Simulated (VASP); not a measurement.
# Ti4O in VASP: single point with PBEsol

Aim: the single point of Ti4O with PBEsol.

Everything below comes from runs of VASP 6.6.1. Logs are shortened: lines on timing, memory, paths and dates and some standing lists are left out, and cuts for length are marked.

## Step 1: The cell of the first run

The cell holds a slab with vacuum, 5 atoms: a = 2.868 Å, b = 2.868 Å, c = 25.084 Å, α = 90.00°, β = 90.00°, γ = 90.00°.

## Step 2: Single point, PBEsol

Input file INCAR:

```
SYSTEM = Ti4O
  ALGO = Normal
  DIPOL = 0.5 0.5 0.497
  EDIFF = 1E-7
  ENCUT = 520
  GGA = PS
  IDIPOL = 3
  ISIF = 2
  ISMEAR = 0
  LASPH = .TRUE.
  LCHARG = .FALSE.
  LDIPOL = .TRUE.
  LREAL = .FALSE.
  LWAVE = .FALSE.
  NBANDS = 35
  NELM = 100
  PREC = Accurate
  SIGMA = 0.1
```

Input file KPOINTS:

```
k-points
0
G
  10 10 1
  0 0 0
```

Input file POSCAR:

```
Ti4O
1.0
    2.8679135958      0.0000000000      0.0000000000
    0.0000000000      2.8679135958      0.0000000000
    0.0000000000      0.0000000000     25.0837634544
Ti O
4 1
Direct
    0.5000000000      0.5000000000      0.3388646212
    0.0000000000      0.0000000000      0.4197105897
    0.5000000000      0.5000000000      0.5000405433
    0.0000000000      0.0000000000      0.5915765692
    0.0000000000      0.5000000000      0.6334797829
```

Potentials or basis: VASP PAW PBE potentials, release 64 (Ti_sv, O).

Started as:

```sh
> cat potpaw_PBE.64/Ti_sv/POTCAR potpaw_PBE.64/O/POTCAR > POTCAR
> mpirun -np 1 vasp_std > vasp.out
```

OUTCAR:

```text
SYSTEM = Ti4O
   EDIFF = 1E-7
   ENCUT = 520
   GGA = PS
   ISIF = 2
   ISMEAR = 0
   LASPH = .TRUE.
   LREAL = .FALSE.
   NELM = 100
   PREC = Accurate

 ion  position               nearest neighbor table
   1  0.500  0.500  0.339-   2 2.87   2 2.87   2 2.87   2 2.87
   2  0.000  0.000  0.420-   3 2.86   3 2.86   3 2.86   3 2.86   1 2.87   1 2.87   1 2.87   1 2.87

   3  0.500  0.500  0.500-   2 2.86   2 2.86   2 2.86   2 2.86
   4  0.000  0.000  0.592-   5 1.78   5 1.78
   5  0.000  0.500  0.633-   4 1.78   4 1.78

  LATTYP: Found a simple tetragonal cell.
 ALAT       =     2.8679135958
 C/A-ratio  =     8.7463455981

  Lattice vectors:

 A1 = (   2.8679135958,   0.0000000000,   0.0000000000)
 A2 = (   0.0000000000,   2.8679135958,   0.0000000000)
 A3 = (   0.0000000000,   0.0000000000,  25.0837634544)

Analysis of symmetry for initial positions (statically):
=====================================================================
 Subroutine PRICEL returns:
 Original cell was already a primitive cell.

 Routine SETGRP: Setting up the symmetry group for a
 simple tetragonal supercell.

 Subroutine GETGRP returns: Found  4 space group operations
 (whereof  4 operations were pure point group operations)
 out of a pool of 16 trial point group operations.

The static configuration has the point symmetry C_2v.

Analysis of symmetry for dynamics (positions and initial velocities):
=====================================================================
 Subroutine PRICEL returns:
 Original cell was already a primitive cell.

 Routine SETGRP: Setting up the symmetry group for a
 simple tetragonal supercell.

 Subroutine GETGRP returns: Found  4 space group operations
 (whereof  4 operations were pure point group operations)
 out of a pool of 16 trial point group operations.

The dynamic configuration has the point symmetry C_2v.

 Subroutine INISYM returns: Found  4 space group operations
 (whereof  4 operations are pure point group operations),
 and found     1 'primitive' translations

----------------------------------------------------------------------------------------

                                     Primitive cell

  volume of cell :     206.3122

  direct lattice vectors                    reciprocal lattice vectors
     2.867913596  0.000000000  0.000000000     0.348685540  0.000000000  0.000000000
[... 98 lines left out ...]
   ISIF   =      2    stress and relaxation
   ISYM   =      2    0-nonsym 1-usesym 2-fastsym
   POTIM  = 0.5000    time-step for ionic-motion
   TEBEG  =    0.0;   TEEND  =   0.0 temperature during run
   PSTRESS=    0.0 pullay stress
   NELECT =      54.0000    total number of electrons
   NUPDOWN=      -1.0000    fix difference up-down
   EMIN   =  10.00;   EMAX   =-10.00  energy-range for DOS
   EFERMI =   0.00;   METHOD = LEGACY
   ISMEAR =     0;   SIGMA  =   0.10  broadening in eV -4-tet -1-fermi 0-gaus
   EFERMI_NEDOS =   21; number of points for ismear=-14 and -15
   IALGO  =     38    algorithm
   IMIX   =      4    mixing-type and parameters
     AMIX     =   0.40;   BMIX     =  1.00
     AMIX_MAG =   1.60;   BMIX_MAG =  1.00
  volume/ion in A,a.u.               =      41.26       278.45
  Fermi-wavevector in a.u.,A,eV,Ry     =   1.047204  1.978928 14.920631  1.096635
  Thomas-Fermi vector in A             =   2.182074
   LORBIT       =      0    0 simple, 1 ext, 2 COOP (PROOUT), +10 PAW based schemes
   GGA     = PS    functional components
   LHFCALC =     F    Hartree Fock is set to
   AEXX    =    0.0000 exact exchange contribution
   IVDW    =     0    specifies the selected vdW correction
   LEPSILON=     F    determine dielectric tensor
   LRPA    =     F    only Hartree local field effects (RPA)
 non-spin polarized calculation
 Gauss-broadening in eV      SIGMA  =   0.10
  energy-cutoff  :      520.00
  volume of cell :      206.31
 maximum number of plane-waves:      5597
 NGX is ok and might be reduce to    24
   NGX = 11   NGY = 11   NGZ = 93

 dipolmoment           0.000000      0.000000     -0.436600 electrons x Angstroem

 number of electron      54.0000006 magnetization

 dipolmoment           0.000000      0.000000      0.091158 electrons x Angstroem

 Free energy of the ion-electron system (eV)
  ---------------------------------------------------
  ext. energy  EPLUGINS =         0.00000000
  ---------------------------------------------------
  free energy    TOTEN  =       -41.13449254 eV

  energy without entropy =      -41.09397438  energy(sigma->0) =      -41.11423346

 E-fermi :  -0.3527     XC(G=0):  -4.9642

 val. band max:       -0.3546350767   @ k =   0.0000   0.1000   0.0000
 cond. band min:      -0.3487192496   @ k =  -0.1000   0.2000   0.0000
 fundamental gap:      0.0059158270
 Fermi energy:        -0.3526901041

 k-point     1 :       0.0000    0.0000    0.0000
  band No.  band energies     occupation
      1     -57.2291      2.00000
      2     -56.9489      2.00000
      3     -56.7697      2.00000
      4     -56.6393      2.00000
      5     -33.6713      2.00000
      6     -33.5185      2.00000
[... 901 lines left out ...]
     34       1.6262      0.00000
     35       1.8226      0.00000

 [... further k-points ...]

------------------------ aborting loop because EDIFF is reached ----------------------------------------

 vacuum level on the upper side and lower side of the slab       (xc-potential included)         0.974        -0.990

  FORCE on cell =-STRESS in cart. coord.  units (eV):
  Direction    XX          YY          ZZ          XY          YZ          ZX
  --------------------------------------------------------------------------------------
  -------------------------------------------------------------------------------------
  Total       -0.2338161      0.3160716     -1.3188607      0.0000000      0.0000000      0.0000000
  in kB       -1.8157674      2.4545466    -10.2419981      0.0000000      0.0000000      0.0000000
  external PRESSURE =      -3.2010730 kB  Pullay stress =       0.0000000 kB

 VOLUME and BASIS-vectors are now :
 -----------------------------------------------------------------------------
  energy-cutoff  :      520.00
  volume of cell :      206.31
      direct lattice vectors                 reciprocal lattice vectors
     2.867913596  0.000000000  0.000000000     0.348685540  0.000000000  0.000000000
     0.000000000  2.867913596  0.000000000     0.000000000  0.348685540  0.000000000
     0.000000000  0.000000000 25.083763454     0.000000000  0.000000000  0.039866426

 POSITION                                       TOTAL-FORCE (eV/Angst)
 -----------------------------------------------------------------------------------
      1.43396      1.43396      8.50000         0.000000      0.000000      0.628638
      0.00000      0.00000     10.52792         0.000000      0.000000     -0.603203
      1.43396      1.43396     12.54290         0.000000      0.000000      0.000522
      0.00000      0.00000     14.83897         0.000000      0.000000     -0.130965
      0.00000      1.43396     15.89006         0.000000      0.000000      0.105008
 -----------------------------------------------------------------------------------
    total drift:                                0.000000     -0.000000      0.000183

  FREE ENERGIE OF THE ION-ELECTRON SYSTEM (eV)
  ---------------------------------------------------
  free  energy   TOTEN  =       -41.1344925355 eV

  energy  without entropy=      -41.0939743847  energy(sigma->0) =      -41.11423346

 vacuum level on the upper side and lower side of the slab         5.812         3.806
```

OSZICAR:

```text
N       E                     dE             d eps       ncg     rms          rms(c)
DAV:   1     0.684210149582E+03    0.68421E+03   -0.29377E+04  2920   0.155E+03
DAV:   2     0.598194207413E+02   -0.62439E+03   -0.61150E+03  2710   0.489E+02
DAV:   3    -0.347353977222E+02   -0.94555E+02   -0.92954E+02  4151   0.164E+02
[... 26 lines left out ...]
DAV:  30    -0.411344912173E+02   -0.29284E-05   -0.28357E-07  1965   0.254E-03    0.900E-04
DAV:  31    -0.411344919204E+02   -0.70311E-06   -0.83685E-08  1678   0.132E-03    0.403E-04
DAV:  32    -0.411344923427E+02   -0.42230E-06   -0.52216E-08  1782   0.101E-03    0.144E-04
DAV:  33    -0.411344924804E+02   -0.13768E-06   -0.14450E-08  1570   0.675E-04    0.127E-04
DAV:  34    -0.411344925355E+02   -0.55078E-07   -0.37660E-09  1483   0.345E-04
   1 F= -.41134493E+02 E0= -.41114233E+02  d E =-.405182E-01
```

stdout:

```text
POSCAR found type information on POSCAR TiO
 POSCAR found :  2 types and       5 ions
 scaLAPACK will be used
 -----------------------------------------------------------------------------
|                                                                             |
|                                                                             |
|     You enforced a specific xc type in the INCAR file but a different       |
|     I HOPE YOU KNOW WHAT YOU ARE DOING!                                     |
|                                                                             |
 -----------------------------------------------------------------------------

 LDA part: xc-table for (Slater+PW92), standard interpolation
 POSCAR, INCAR and KPOINTS ok, starting setup
 FFT: planning ... GRIDC
 FFT: planning ... GRID_SOFT
 FFT: planning ... GRID
 WAVECAR not read
 entering main loop
```

Run time: 8.5 min. Hardware: 1 thread of Intel Xeon 8259CL, shared host; peak memory 0.42 GiB.

What came out:

* Free energy: -41.1345 eV
* Largest force: 0.629 eV/Å
* Band gap on the k mesh: zero (bands 27 and 28 overlap by 0.15 eV)

Forces on the atoms (eV/Å):
```
Ti   0.000  0.000  0.629
Ti   0.000  0.000 -0.603
Ti   0.000  0.000  0.001
Ti   0.000  0.000 -0.131
O    0.000  0.000  0.105
```

Caveat: the PAW data sets were made with another functional, which shifts forces and pressure a little.
